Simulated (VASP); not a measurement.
Wanted: the native input for a VASP 6.6.1 run.

```yaml
Task: single point
Functional: PBEsol
Potentials_or_basis: VASP PAW PBE potentials, release 64 (In_d, Sb)
Cutoff: 520 eV
k_mesh: 9 × 9 × 9
Occupations: fermi-dirac, width 0.05 eV
Spin: no spin polarisation
Dipole_correction: no
Further_INCAR_settings: ALGO = Normal; EDIFF = 1e-06; NBANDS = 16
```

The structure of InSb lies in POSCAR:

```
InSb
1.0
    0.0000000000      3.2067090000      3.2391000000
    3.2067090000      0.0000000000      3.2391000000
    3.2067090000      3.2067090000      0.0000000000
In Sb
1 1
Direct
    0.0000000000      0.0000000000      0.0000000000
    0.7500000000      0.7500000000      0.7500000000
```

This cell differs from its parent crystal: equal xx and yy strain of -1 %.

The input as run:

INCAR

```
SYSTEM = InSb
ALGO = Normal
EDIFF = 1E-6
ENCUT = 520
GGA = PS
ISIF = 2
ISMEAR = -1
LASPH = .True.
LCHARG = .True.
LELF = .True.
LREAL = .False.
LVHAR = .True.
LWAVE = .False.
NBANDS = 16
NELM = 100
PREC = Accurate
SIGMA = 0.05
```

KPOINTS

```
k-points
0
Gamma
  9 9 9
  0 0 0
```

Potentials or basis: VASP PAW PBE potentials, release 64 (In_d, Sb).

The run is started by

```bash
$ cat potpaw_PBE.64/In_d/POTCAR potpaw_PBE.64/Sb/POTCAR > POTCAR
$ mpirun -np 1 vasp_std > vasp.out
```

It gave:

```json
{
 "Pressure": "1.9 GPa",
 "Band gap on the k mesh": "zero (filled and empty bands touch)"
}
```

Caveat: the cell differs from its parent crystal (equal xx and yy strain of -1 %); the PAW data sets were made with another functional, which shifts forces and pressure a little; spin-orbit coupling is left out, which moves the levels of the heavy elements.

It took 29 s on 1 thread of Intel(R) Xeon(R) 6975P-C (Granite Rapids), with other jobs on the host, peak memory 0.25 GiB.
